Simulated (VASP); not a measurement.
MnO: single point with PBE

The system is MnO.

```
CELL_PARAMETERS angstrom
0.00000 2.17500 2.17500
2.17500 0.00000 2.17500
2.17500 2.17500 0.00000
ATOMIC_POSITIONS crystal
Mn 0.00000 0.00000 0.00000
O 0.42529 0.42529 0.57471
```

```
Program                : VASP 6.6.1
Task                   : single point
Functional             : PBE
Potentials or basis    : VASP PAW PBE potentials, release 64 (Mn_pv, O)
Cutoff                 : 600 eV
k mesh                 : 3 × 3 × 3
Occupations            : fermi-dirac, width 0.15 eV
Spin                   : collinear spin, ferromagnetic start
Starting moments       : [5.0, 0.0] μB
Dipole correction      : no
Further INCAR settings : ALGO = Normal; EDIFF = 1e-06; NBANDS = 20
```

```
Pressure                                              : 19.7 GPa
Largest force                                         : 2.711 eV/Å
Net moment                                            : 4.60 μB per cell
Site moments                                          : Mn +4.13; O +0.22 μB
Valence electrons inside the program's atomic spheres : Mn 11.52; O 5.03
```

Forces in eV/Å, atoms in the order of the input:
```
Mn   0.000  0.000 -2.711
O    0.000  0.000  2.711
```

Stress tensor (GPa, compression positive):
```
11.00  0.00  0.00
 0.00 11.00  0.00
 0.00  0.00 37.17
```

Levels at points of the mesh, in eV from the Fermi level:
Spin up:
| k point | band 9 | band 10 | band 11 | band 12 | band 13 | band 14 | band 15 | band 16 |
| --- | --- | --- | --- | --- | --- | --- | --- | --- |
| (0.00, 0.00, 0.00) | -2.78 | -2.27 | -2.27 | -1.16 | -0.40 | 13.68 | 16.31 | 16.31 |
Spin down:
```tsv
k point	band 5	band 6	band 7	band 8	band 9	band 10
(0.00, 0.00, 0.00)	-4.72	-4.22	-4.22	0.43	0.79	0.98
```

Wall time 15 s on 1 thread of Intel Xeon 6975P-C, on a shared host, peak memory 0.17 GiB.

Caveat: the k points lie up to 0.83 Å⁻¹ apart; a cell with one magnetic atom can't hold antiferromagnetic order, which such compounds often take; semilocal functionals often make such compounds metallic where correlation or magnetic order opens a gap, which also shifts bond lengths; forces of over 1 eV/Å act on the atoms, so gaps and moduli don't describe the material at rest. With open d or f shells a metallic result of PBE can be an artefact of self-interaction; +U or a hybrid may open a gap.
